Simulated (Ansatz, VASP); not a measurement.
## BeSi in VASP and in Ansatz

```xyz
2
Lattice="2.5557 0.0000 0.0000 0.0000 2.5557 0.0000 0.0000 0.0000 3.4197" Properties=species:S:1:pos:R:3 pbc="T T T"
Be    0.0354    0.0354    0.0000
Si    1.2778    1.2778    1.7098
```

Alike in both runs: task electric field gradients; functional revPBE; k mesh 14 × 14 × 11; occupations fermi-dirac, width 0.05 eV; no spin polarisation.

|  | VASP | Ansatz |
| --- | --- | --- |
| version | VASP 6.6.1 | Ansatz 0.2.0 |
| potentials or method | VASP PAW PBE potentials, release 64 (Be, Si), cutoff 520 eV | all-electron PAW with datasets made for the crystal, scalar-relativistic |

```tsv
	VASP	Ansatz	Ansatz less VASP
gap on the k mesh at the Fermi level (eV)	none	none	-
pressure (GPa)	1.3	1.7	+0.32
traceless stress, the component that is largest in VASP (GPa)	0.29	0.18	-0.107
rms of the force components (eV/Å)	0.023	0.022	-0.0008
```

VASP's potentials were made for PBE, not for revPBE. Atom by atom the forces differ by 0.001 eV/Å (rms over components). A gap of «none» marks a metal or a gap that the smearing closes. Ansatz ran all-electron here, and VASP with PAW potentials.
